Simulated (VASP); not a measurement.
A run of VASP 6.6.1 is set up as follows.

INCAR

```
SYSTEM = SiC
PREC = Accurate
ENCUT = 520
EDIFF = 1E-6
ISMEAR = 0
SIGMA = 0.05
LREAL = .False.
LASPH = .True.
NELM = 60
ALGO = Normal
ISIF = 2
LWAVE = .False.
LCHARG = .False.
GGA = PE
NBANDS = 11
```

KPOINTS

```
Automatic mesh
0
Gamma
  18 18 18
  0 0 0
```

File POSCAR:

```
SiC
1.0
    0.0000000000      2.1298171798      2.1298171798
    2.1298171798      0.0000000000      2.1298171798
    2.1298171798      2.1298171798      0.0000000000
Si C
1 1
Direct
    0.0000000000      0.0000000000      0.0000000000
    0.2500000000      0.2500000000      0.2500000000
```

Potentials or basis: VASP PAW PBE potentials, release 64 (Si, C).

Command:

```console
$ cat potpaw_PBE.64/Si/POTCAR potpaw_PBE.64/C/POTCAR > POTCAR
$ mpirun -np 1 vasp_std > vasp.out
```

(1) Predict the band gap on the k mesh.

(2) Estimate the pressure.

## Answers

(1) 1.29 eV, indirect (least direct gap 4.61 eV).

(2) 20.8 GPa.
